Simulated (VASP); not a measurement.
Write the native input for VASP 6.6.1 that does the following.

| Quantity | Value |
| --- | --- |
| Task | G0W0 quasiparticle levels |
| Functional | PBE |
| Potentials or basis | VASP PAW PBE potentials, release 64 (Mg_GW, S_GW) |
| Cutoff | 500 eV |
| k mesh | 6 × 6 × 6 |
| Occupations | gaussian, width 0.01 eV |
| Spin | no spin polarisation |
| Dipole correction | no |
| GW scheme | G0W0 |
| GW iterations | 1 |
| Cutoff of the response function | 120 |
| Frequency points | 96 |
| Empty bands | 105 |
| Further INCAR settings | ALGO = EVGW0; EDIFF = 1e-08; NBANDS = 109 |

The system is MgS.

```
CELL_PARAMETERS angstrom
0.00000 2.60152 2.60152
2.60152 0.00000 2.60152
2.60152 2.60152 0.00000
ATOMIC_POSITIONS crystal
Mg 0.00000 0.00000 0.00000
S 0.50000 0.50000 0.50000
```

These files were run (other wordings do the same):

POSCAR

```
MgS
1.0
    0.0000000000      2.6015176528      2.6015176528
    2.6015176528      0.0000000000      2.6015176528
    2.6015176528      2.6015176528      0.0000000000
Mg S
1 1
Direct
    0.0000000000      0.0000000000      0.0000000000
    0.5000000000      0.5000000000      0.5000000000
```

INCAR.step1

```
SYSTEM = MgS
PREC = Accurate
ENCUT = 500
EDIFF = 1E-8
ISMEAR = 0
SIGMA = 0.01
LREAL = .FALSE.
LASPH = .TRUE.
NELM = 80
ALGO = Normal
LWAVE = .TRUE.
LCHARG = .FALSE.
GGA = PE
```

INCAR.step2

```
SYSTEM = MgS
PREC = Accurate
ENCUT = 500
EDIFF = 1E-8
ISMEAR = 0
SIGMA = 0.01
LREAL = .FALSE.
LASPH = .TRUE.
NELM = 1
ALGO = Exact
LWAVE = .TRUE.
LCHARG = .FALSE.
GGA = PE
NBANDS = 109
LOPTICS = .TRUE.
ISTART = 1
```

INCAR.step3

```
SYSTEM = MgS
PREC = Accurate
ENCUT = 500
EDIFF = 1E-8
ISMEAR = 0
SIGMA = 0.01
LREAL = .FALSE.
LASPH = .TRUE.
ALGO = EVGW0
LWAVE = .FALSE.
LCHARG = .FALSE.
GGA = PE
NELMGW = 1
NBANDS = 109
ENCUTGW = 120.0
NOMEGA = 96
PRECFOCK = Fast
ISTART = 1
NBANDSGW = 12
OMEGAMAX = 20
```

KPOINTS

```
regular mesh
0
G
  6 6 6
  0 0 0
```

Potentials or basis: VASP PAW PBE potentials, release 64 (Mg_GW, S_GW).

Launch:

```bash
$ cat potpaw_PBE.64/Mg_GW/POTCAR potpaw_PBE.64/S_GW/POTCAR > POTCAR
$ cp INCAR.step1 INCAR
$ mpirun -np 1 vasp_std > vasp.out
$ cp INCAR.step2 INCAR
$ mpirun -np 1 vasp_std > vasp.out
$ cp INCAR.step3 INCAR
$ mpirun -np 1 vasp_std > vasp.out
```

It gave:

```
Quasiparticle gap                                   : 4.25 eV
Least direct quasiparticle gap                      : 5.17 eV
Band gap of the starting levels on the mesh         : 2.77 eV
Least direct gap of the starting levels on the mesh : 3.71 eV
```

Caveat: bands, screening cutoff and mesh are small and nothing is extrapolated, so the quasiparticle values aren't converged.

It took 5.4 min on 1 thread of AMD EPYC 9R45 96-Core Processor (Zen 5), on a shared host, peak memory 0.59 GiB.
